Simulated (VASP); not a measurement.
PbSe, 2 atoms in the cell. The structure is trigonal, space group R-3m (No. 166). The conventional cell has a = 4.266 Å, b = 4.266 Å, c = 10.926 Å, α = 90.00°, β = 90.00°, γ = 120.00°. Pb (site symmetry -3m) has 6 Se at 3.06 Å within 4.0 Å. Se (site symmetry -3m) has 6 Pb at 3.06 Å within 4.0 Å.  This cell differs from its parent crystal: equal xy, yz and zx shear strains of +3 %.

```yaml
Program: VASP 6.6.1
Task: electric field gradients
Functional: PBE
Potentials_or_basis: VASP PAW PBE potentials, release 64 (Pb_d, Se)
Cutoff: 520 eV
k_mesh: 9 × 9 × 9
Occupations: fermi-dirac, width 0.01 eV
Spin: no spin polarisation
Dipole_correction: no
Further_INCAR_settings: ALGO = Normal; EDIFF = 1e-08; NBANDS = 17
```

Potentials or basis: VASP PAW PBE potentials, release 64 (Pb_d, Se).

Command:

```sh
$ cat potpaw_PBE.64/Pb_d/POTCAR potpaw_PBE.64/Se/POTCAR > POTCAR
$ mpirun -np 1 vasp_std > vasp.out
```

Hardware: 1 thread of Intel(R) Xeon(R) Platinum 8375C CPU @ 2.90GHz (Ice Lake), on a shared host.

**Question.** How long does it take, and how much memory?

**Answer.** It took 77 s on 1 thread of Intel(R) Xeon(R) Platinum 8375C CPU @ 2.90GHz (Ice Lake) (shared host), peak memory 0.25 GiB. Counts: scf iterations 15, k points 85.
